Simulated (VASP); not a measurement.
# HgTe in VASP: a series of runs

HgTe is run at these levels: HSE06; tasks: single point.

All numbers are computed with VASP 6.6.1; they aren't measurements. Logs are shortened: lines on timing, memory, paths and dates and some standing lists are left out, and cuts for length are marked.

### Step 1. The cell of the first run

The structure is cubic, space group F-43m (No. 216). The conventional cell has a = 6.971 Å, b = 6.971 Å, c = 6.971 Å, α = 90.00°, β = 90.00°, γ = 90.00°. Within 4.0 Å of Hg (site symmetry -43m) lie 4 Te at 3.02 Å. Within 4.0 Å of Te (site symmetry -43m) lie 4 Hg at 3.02 Å.

### Step 2. Single point, HSE06 (strain +6.0%)

POSCAR

```
HgTe
1.0
    0.0000000000      3.4855206148      3.4855206148
    3.4855206148      0.0000000000      3.4855206148
    3.4855206148      3.4855206148      0.0000000000
Hg Te
1 1
Direct
    0.0000000000      0.0000000000      0.0000000000
    0.2500000000      0.2500000000      0.2500000000
```

INCAR.step1

```
ALGO = Normal ; EDIFF = 1E-5
ENCUT = 520 ; GGA = PE
ISIF = 2 ; ISMEAR = -1
LASPH = True ; LCHARG = False
LREAL = False ; LWAVE = True
NBANDS = 16 ; NELM = 60
PREC = Accurate ; SIGMA = 0.02
```

INCAR.step2

```
ALGO = Normal ; EDIFF = 1E-7
ENCUT = 520 ; GGA = PE
HFSCREEN = 0.2079 ; ISIF = 2
ISMEAR = -1 ; ISTART = 1
LASPH = True ; LCHARG = False
LHFCALC = True ; LREAL = False
LWAVE = False ; NBANDS = 16
NELM = 60 ; PREC = Accurate
PRECFOCK = Normal ; SIGMA = 0.02
```

KPOINTS

```
k-points
0
Gamma
  4 4 4
```

Potentials or basis: VASP PAW PBE potentials, release 64 (Hg, Te).

Command:

```bash
$ cat potpaw_PBE.64/Hg/POTCAR potpaw_PBE.64/Te/POTCAR > POTCAR
$ cp INCAR.step1 INCAR
$ mpirun -np 1 vasp_std > vasp.out
$ cp INCAR.step2 INCAR
$ mpirun -np 1 vasp_std > vasp.out
```

OUTCAR:

```text
EDIFF = 1E-7
   ENCUT = 520
   GGA = PE
   HFSCREEN = 0.2079
   ISIF = 2
   ISMEAR = -1
   ISTART = 1
   LASPH = True
   LHFCALC = True
   LREAL = False
   NELM = 60
   PREC = Accurate
   PRECFOCK = Normal

 ion  position               nearest neighbor table
   1  0.000  0.000  0.000-   2 3.02   2 3.02   2 3.02   2 3.02
   2  0.250  0.250  0.250-   1 3.02   1 3.02   1 3.02   1 3.02

  LATTYP: Found a face centered cubic cell.
 ALAT       =     6.9710412296

  Lattice vectors:

 A1 = (   0.0000000000,   3.4855206148,   3.4855206148)
 A2 = (   3.4855206148,   0.0000000000,   3.4855206148)
 A3 = (   3.4855206148,   3.4855206148,   0.0000000000)

Analysis of symmetry for initial positions (statically):
=====================================================================
 Subroutine PRICEL returns:
 Original cell was already a primitive cell.

 Routine SETGRP: Setting up the symmetry group for a
 face centered cubic supercell.

 Subroutine GETGRP returns: Found 24 space group operations
 (whereof 24 operations were pure point group operations)
 out of a pool of 48 trial point group operations.

The static configuration has the point symmetry T_d .

Analysis of symmetry for dynamics (positions and initial velocities):
=====================================================================
 Subroutine PRICEL returns:
 Original cell was already a primitive cell.

 Routine SETGRP: Setting up the symmetry group for a
 face centered cubic supercell.

 Subroutine GETGRP returns: Found 24 space group operations
 (whereof 24 operations were pure point group operations)
 out of a pool of 48 trial point group operations.

The dynamic configuration has the point symmetry T_d .

 Subroutine INISYM returns: Found 24 space group operations
 (whereof 24 operations are pure point group operations),
 and found     1 'primitive' translations

----------------------------------------------------------------------------------------

                                     Primitive cell

  volume of cell :      84.6902

  direct lattice vectors                    reciprocal lattice vectors
     0.000000000  3.485520615  3.485520615    -0.143450593  0.143450593  0.143450593
     3.485520615  0.000000000  3.485520615     0.143450593 -0.143450593  0.143450593
     3.485520615  3.485520615  0.000000000     0.143450593  0.143450593 -0.143450593

  length of vectors
     4.929270525  4.929270525  4.929270525     0.248463716  0.248463716  0.248463716

  position of ions in fractional coordinates (direct lattice)
     0.000000000  0.000000000  0.000000000
     0.250000000  0.250000000  0.250000000

  ion indices of the primitive-cell ions
   primitive index   ion index
                 1           1
                 2           2

----------------------------------------------------------------------------------------

 KPOINTS: k-points

Automatic generation of k-mesh.
 Grid dimensions read from file:
 generate k-points for:    4    4    4

 Generating k-lattice:

  Cartesian coordinates                     Fractional coordinates (reciprocal lattice)
    -0.035862648  0.035862648  0.035862648     0.250000000  0.000000000  0.000000000
     0.035862648 -0.035862648  0.035862648     0.000000000  0.250000000  0.000000000
     0.035862648  0.035862648 -0.035862648     0.000000000  0.000000000  0.250000000

  Length of vectors
     0.062115929  0.062115929  0.062115929

  Shift w.r.t. Gamma in fractional coordinates (k-lattice)
     0.000000000  0.000000000  0.000000000

 Subroutine IBZKPT returns following result:
 ===========================================

 Found      8 irreducible k-points:

 Following reciprocal coordinates:
            Coordinates               Weight
  0.000000  0.000000  0.000000      1.000000
  0.250000  0.000000  0.000000      8.000000
  0.500000  0.000000  0.000000      4.000000
  0.250000  0.250000  0.000000      6.000000
  0.500000  0.250000  0.000000     24.000000
 -0.250000  0.250000  0.000000     12.000000
  0.500000  0.500000  0.000000      3.000000
 -0.250000  0.500000  0.250000      6.000000
   k-points           NKPTS =      8   k-points in BZ     NKDIM =     64   number of bands    NBANDS=     16
   number of dos      NEDOS =    301   number of ions     NIONS =      2
   total plane-waves  NPLWV =  64000
   dimension x,y,z NGX =    40 NGY =   40 NGZ =   40
   dimension x,y,z NGXF=    80 NGYF=   80 NGZF=   80
   ions per type =               1   1
   NGX,Y,Z   is equivalent  to a cutoff of  13.49, 13.49, 13.49 a.u.
   NGXF,Y,Z  is equivalent  to a cutoff of  26.98, 26.98, 26.98 a.u.
 SYSTEM =  unknown system
   PREC   = accura    normal or accurate (medium, high low for compatibility)
   ISTART =      1    job   : 0-new  1-cont  2-samecut
   ICHARG =      0    charge: 1-file 2-atom 10-const
   ISPIN  =      1    spin polarized calculation?
   LNONCOLLINEAR =      F non collinear calculations
   LSORBIT =      F    spin-orbit coupling
   LASPH  =      T    aspherical Exc in radial PAW
   ENCUT  =  520.0 eV  38.22 Ry    6.18 a.u.   9.17  9.17  9.17*2*pi/ulx,y,z
   NELM   =     60;   NELMIN=  2; NELMDL=  0     # of ELM steps
   EDIFF  = 0.1E-06   stopping-criterion for ELM
   LREAL  =      F    real-space projection
   EDIFFG = 0.1E-05   stopping-criterion for IOM
   NSW    =      0    number of steps for IOM
   IBRION =     -1    ionic relax: 0-MD 1-quasi-New 2-CG
   NFREE  =      0    steps in history (QN), initial steepest desc. (CG)
   ISIF   =      2    stress and relaxation
   ISYM   =      3    0-nonsym 1-usesym 2-fastsym
   POTIM  = 0.5000    time-step for ionic-motion
   TEBEG  =    0.0;   TEEND  =   0.0 temperature during run
   PSTRESS=    0.0 pullay stress
   NELECT =      18.0000    total number of electrons
   NUPDOWN=      -1.0000    fix difference up-down
   EMIN   =  10.00;   EMAX   =-10.00  energy-range for DOS
   EFERMI =   0.00;   METHOD = LEGACY
   ISMEAR =    -1;   SIGMA  =   0.02  broadening in eV -4-tet -1-fermi 0-gaus
   EFERMI_NEDOS =   21; number of points for ismear=-14 and -15
   IALGO  =     38    algorithm
   IMIX   =      1    mixing-type and parameters
     AMIX     =   0.40;   BMIX     =  1.00
     AMIX_MAG =   1.60;   BMIX_MAG =  1.00
  volume/ion in A,a.u.               =      42.35       285.76
  Fermi-wavevector in a.u.,A,eV,Ry     =   0.976985  1.846234 12.986764  0.954500
  Thomas-Fermi vector in A             =   2.107647
   LORBIT       =      0    0 simple, 1 ext, 2 COOP (PROOUT), +10 PAW based schemes
   GGA     = PE    functional components
   LHFCALC =     T    Hartree Fock is set to
   PRECFOCK=normal    Normal, Fast or Accurate (Low or Medium for compatibility)
   ENCUT4O =  -1.0   cutoff for four orbital integrals eV
   NKREDX  =     1    reduce k-point grid by
   NKREDY  =     1    reduce k-point grid by
   NKREDZ  =     1    reduce k-point grid by
   AEXX    =    0.2500 exact exchange contribution
   HFSCREEN=    0.2079 screening length (either q_TF or 0.3 A-1)
   HFSCREENC=   0.2079 screening length for correlation (either q_TF or 0.3 A-1)
   ENCUTFOCK=  -1.0 apply spherical cutoff to Coloumb kernel
   IVDW    =     0    specifies the selected vdW correction
   LEPSILON=     F    determine dielectric tensor
   LRPA    =     F    only Hartree local field effects (RPA)
 non-spin polarized calculation
  energy-cutoff  :      520.00
  volume of cell :       84.69
 maximum number of plane-waves:      2284
 NGX is ok and might be reduce to    40
  NGX = 28; NGY = 28; NGZ = 28

 number of electron      18.0000002 magnetization

 Free energy of the ion-electron system (eV)
  ---------------------------------------------------
  ext. energy  EPLUGINS =         0.00000000
  ---------------------------------------------------
  free energy    TOTEN  =        -4.45081696 eV

  energy without entropy =       -4.44962349  energy(sigma->0) =       -4.45022022

 E-fermi :   0.5904     XC(G=0):  -6.5042

 val. band max:        0.5765783786   @ k =   0.0000   0.0000   0.0000
 cond. band min:       1.8279430787   @ k =   0.2500   0.0000   0.0000
 fundamental gap:      1.2513647001
 Fermi energy:         0.5904407743

 k-point     1 :       0.0000    0.0000    0.0000
  band No.  band energies     occupation
      1     -11.0265      2.00000
      2      -6.8751      2.00000
      3      -6.8751      2.00000
      4      -6.8751      2.00000
      5      -6.5793      2.00000
      6      -6.5793      2.00000
[... 8 lines left out ...]
     15      10.6644      0.00000
     16      10.6644      0.00000

 k-point     2 :       0.2500    0.0000    0.0000
  band No.  band energies     occupation
      1     -10.8499      2.00000
      2      -6.8359      2.00000
      3      -6.8359      2.00000
      4      -6.7149      2.00000
      5      -6.5790      2.00000
      6      -6.5790      2.00000
[... 8 lines left out ...]
     15       9.8289      0.00000
     16       9.8289      0.00000

 k-point     3 :       0.5000    0.0000    0.0000
  band No.  band energies     occupation
      1     -10.6637      2.00000
      2      -6.8042      2.00000
      3      -6.8042      2.00000
      4      -6.5692      2.00000
      5      -6.5692      2.00000
      6      -6.3697      2.00000
[... 8 lines left out ...]
     15      11.2137      0.00000
     16      11.2137      0.00000

 k-point     4 :       0.2500    0.2500    0.0000
  band No.  band energies     occupation
      1     -10.7906      2.00000
      2      -6.7899      2.00000
      3      -6.7899      2.00000
      4      -6.7438      2.00000
      5      -6.5825      2.00000
      6      -6.5631      2.00000
[... 8 lines left out ...]
     15      10.9871      0.00000
     16      11.0510      0.00000

 k-point     5 :       0.5000    0.2500    0.0000
  band No.  band energies     occupation
      1     -10.6042      2.00000
      2      -6.7665      2.00000
      3      -6.7476      2.00000
      4      -6.6226      2.00000
      5      -6.5618      2.00000
      6      -6.3432      2.00000
[... 8 lines left out ...]
     15      11.4168      0.00000
     16      11.7082      0.00000

 k-point     6 :      -0.2500    0.2500    0.0000
  band No.  band energies     occupation
      1     -10.6665      2.00000
      2      -6.7882      2.00000
      3      -6.7809      2.00000
      4      -6.5889      2.00000
      5      -6.5860      2.00000
      6      -6.4461      2.00000
[... 8 lines left out ...]
     15      10.3592      0.00000
     16      11.6222      0.00000

 k-point     7 :       0.5000    0.5000    0.0000
  band No.  band energies     occupation
      1     -10.5414      2.00000
      2      -6.6942      2.00000
      3      -6.6942      2.00000
      4      -6.6937      2.00000
      5      -6.5468      2.00000
      6      -6.2846      2.00000
[... 8 lines left out ...]
     15      11.6463      0.00000
     16      12.1356      0.00000

 k-point     8 :      -0.2500    0.5000    0.2500
  band No.  band energies     occupation
      1     -10.5422      2.00000
      2      -6.7340      2.00000
      3      -6.7308      2.00000
      4      -6.6074      2.00000
      5      -6.5807      2.00000
      6      -6.2156      2.00000
[... 8 lines left out ...]
     15      11.8234      0.00000
     16      12.0020      0.00000

------------------------ aborting loop because EDIFF is reached ----------------------------------------

  FORCE on cell =-STRESS in cart. coord.  units (eV):
  Direction    XX          YY          ZZ          XY          YZ          ZX
  --------------------------------------------------------------------------------------
  -------------------------------------------------------------------------------------
  Total       -2.3489984     -2.3489984     -2.3489984      0.0000000      0.0000000      0.0000000
  in kB      -44.4385970    -44.4385970    -44.4385970      0.0000000      0.0000000      0.0000000
  external PRESSURE =     -44.4385970 kB  Pullay stress =       0.0000000 kB

 VOLUME and BASIS-vectors are now :
 -----------------------------------------------------------------------------
  energy-cutoff  :      520.00
  volume of cell :       84.69
      direct lattice vectors                 reciprocal lattice vectors
     0.000000000  3.485520615  3.485520615    -0.143450593  0.143450593  0.143450593
     3.485520615  0.000000000  3.485520615     0.143450593 -0.143450593  0.143450593
     3.485520615  3.485520615  0.000000000     0.143450593  0.143450593 -0.143450593

 POSITION                                       TOTAL-FORCE (eV/Angst)
 -----------------------------------------------------------------------------------
      0.00000      0.00000      0.00000        -0.000000     -0.000000     -0.000000
      1.74276      1.74276      1.74276         0.000000      0.000000      0.000000
 -----------------------------------------------------------------------------------
    total drift:                               -0.000001     -0.000002     -0.000001

  FREE ENERGIE OF THE ION-ELECTRON SYSTEM (eV)
  ---------------------------------------------------
  free  energy   TOTEN  =        -4.4508169571 eV

  energy  without entropy=       -4.4496234917  energy(sigma->0) =       -4.45022022
```

It took 25 min on 1 thread of Intel Xeon 6975P-C, shared host; peak memory 0.36 GiB.

Results:

- Free energy: -4.4508 eV
- Pressure: -4.4 GPa
- Band gap on the k mesh: zero (filled and empty bands touch)

Caveat: the k points lie up to 0.39 Å⁻¹ apart; the cell differs from its parent crystal (strain +6.0%); the PAW data sets were made with another functional, which shifts forces and pressure a little; spin-orbit coupling is left out, which moves the levels of the heavy elements.

### Step 3. Single point, HSE06 (biaxial xy strain -4.8%)

POSCAR

```
HgTe
1.0
    0.0000000000      3.1322650575      3.2891578888
    3.1322650575      0.0000000000      3.2891578888
    3.1322650575      3.1322650575      0.0000000000
Hg Te
1 1
Direct
    0.0000000000      0.0000000000      0.0000000000
    0.2500000000      0.2500000000      0.2500000000
```

INCAR.step1

```
  ALGO = Normal
  EDIFF = 1E-5
  ENCUT = 520
  GGA = PE
  ISIF = 2
  ISMEAR = -1
  LASPH = T
  LREAL = F
  LWAVE = T
  NBANDS = 16
  NELM = 100
  PREC = Accurate
  SIGMA = 0.02
```

INCAR.step2

```
  ALGO = Normal
  EDIFF = 1E-6
  ENCUT = 520
  GGA = PE
  HFSCREEN = 0.2079
  ISIF = 2
  ISMEAR = -1
  ISTART = 1
  LASPH = T
  LCHARG = T
  LELF = T
  LHFCALC = T
  LREAL = F
  LVHAR = T
  LWAVE = F
  NBANDS = 16
  NELM = 100
  PREC = Accurate
  PRECFOCK = Normal
  SIGMA = 0.02
```

KPOINTS is that of step 2.

Potentials or basis: VASP PAW PBE potentials, release 64 (Hg, Te).

Command:

```bash
$ cat potpaw_PBE.64/Hg/POTCAR potpaw_PBE.64/Te/POTCAR > POTCAR
$ cp INCAR.step1 INCAR
$ mpirun -np 1 vasp_std > vasp.out
$ cp INCAR.step2 INCAR
$ mpirun -np 1 vasp_std > vasp.out
```

It took 25 min on 1 thread of Intel Xeon 6975P-C, shared host; peak memory 0.33 GiB.

It converged, with:

| Quantity | Value |
| --- | --- |
| Free energy | -4.5653 eV |
| Pressure | 5.1 GPa |
| Band gap on the k mesh | zero (filled and empty bands touch) |

Stress tensor (GPa, compression positive):
```
5.26 0.00 0.00
0.00 5.26 0.00
0.00 0.00 4.63
```

Levels at points of the mesh, in eV from the Fermi level:
| k point | band 6 | band 7 | band 8 | band 9 | band 10 | band 11 | band 12 | band 13 |
| --- | --- | --- | --- | --- | --- | --- | --- | --- |
| (0.00, 0.00, 0.00) | -8.19 | -0.24 | -0.07 | 0.00 | 0.00 | 4.84 | 4.84 | 4.84 |
| (0.50, 0.00, 0.00) | -7.80 | -6.31 | -1.39 | -1.12 | 1.28 | 5.57 | 5.86 | 7.62 |
| (0.50, 0.50, 0.00) | -7.69 | -6.40 | -2.60 | -2.60 | 2.75 | 3.04 | 9.15 | 10.15 |
| (0.50, 0.00, 0.50) | -7.58 | -6.12 | -2.89 | -2.75 | 2.36 | 2.80 | 9.48 | 9.94 |

Caveat: the k points lie up to 0.43 Å⁻¹ apart; the cell differs from its parent crystal (biaxial xy strain -4.8%); the PAW data sets were made with another functional, which shifts forces and pressure a little; spin-orbit coupling is left out, which moves the levels of the heavy elements.
